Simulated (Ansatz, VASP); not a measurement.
# In2BAs3: VASP beside Ansatz

File INCAR:

```
  PREC = Accurate
  ENCUT = 600
  EDIFF = 1E-6
  ISMEAR = 0
  SIGMA = 0.1
  LREAL = F
  LASPH = T
  NELM = 100
  ALGO = Normal
  ISIF = 3
  LWAVE = F
  LCHARG = F
  GGA = PE
  IBRION = 2
  NSW = 100
  EDIFFG = -0.01
```

The input KPOINTS:

```
regular mesh
0
Gamma
  12 12 4
```

The input POSCAR:

```
In2BAs3
1.0
    4.2641214600      0.0000000000      0.0000000000
   -2.1320607300      3.6928375100      0.0000000000
    0.0000000000      0.0000000000      8.9564137000
In B As
2 1 3
Direct
    0.6666666700      0.3333333300      0.2478670000
    0.6666666700      0.3333333300      0.7521330000
    0.0000000000      0.0000000000      0.0000000000
    0.0000000000      0.0000000000      0.5000000000
    0.3333333300      0.6666666700      0.0000000000
    0.3333333300      0.6666666700      0.5000000000
```

Input for Ansatz:

```yaml
crystal:
  lattice:
    - [4.26412146, 0.0, 0.0]
    - [-2.13206073, 3.69283751, 0.0]
    - [0.0, 0.0, 8.9564137]
  atoms:
    - { symbol: In, position: [0.66666667, 0.33333333, 0.247867] }
    - { symbol: In, position: [0.66666667, 0.33333333, 0.752133] }
    - { symbol: B, position: [0.0, 0.0, 0.0] }
    - { symbol: As, position: [0.0, 0.0, 0.5] }
    - { symbol: As, position: [0.33333333, 0.66666667, 0.0] }
    - { symbol: As, position: [0.33333333, 0.66666667, 0.5] }
basis:
  ecutwfc: 420
kpoints:
  mp_grid: { grid: [12, 12, 4] }
hamiltonian:
  xc: pbe
scf:
  occupations: { method: gaussian, width: 0.1 }
output:
  forces: true
  stress: true
  eigenvalues: true
  write_density: true
  write_potential: true
  elf: true
  volumetric_format: npy
relax:
  adjacent_minimum: "off"
  f_tol: 0.01
  max_steps: 80
  cell: { stress_tol: 0.05 }
```

Change from the starting cell: species swapped into the Eu2Si3Au type (P-6m2, No. 187).

Alike in both runs: task relaxation of cell and atoms; functional PBE; k mesh 12 × 12 × 4; occupations gaussian, width 0.1 eV; no spin polarisation.

|  | VASP | Ansatz |
| --- | --- | --- |
| version | VASP 6.6.1 | Ansatz 0.2.0 |
| potentials or method | VASP PAW PBE potentials, release 64 (In_d, B, As), cutoff 600 eV | scalar-relativistic, plane waves, PAW |
| valence electrons in the cell | 44 | 74 |

Ansatz gave:

```
gap on the k mesh at the Fermi level, each at its own relaxed structure (eV) : none
relaxed volume (Å³/atom)                                                     : 23.29
relaxed cell length with the largest relative difference (Å)                 : 8.857
```

Task: What did VASP give for the same quantities?

Result: gap on the k mesh at the Fermi level, each at its own relaxed structure (eV): none; relaxed volume (Å³/atom): 23.26; relaxed cell length with the largest relative difference (Å): 8.793.

A gap of «none» marks a metal or a gap that the smearing closes. VASP's potentials hold 44 valence electrons a cell and Ansatz's 74, so a difference there can come from the potentials and not from the codes.
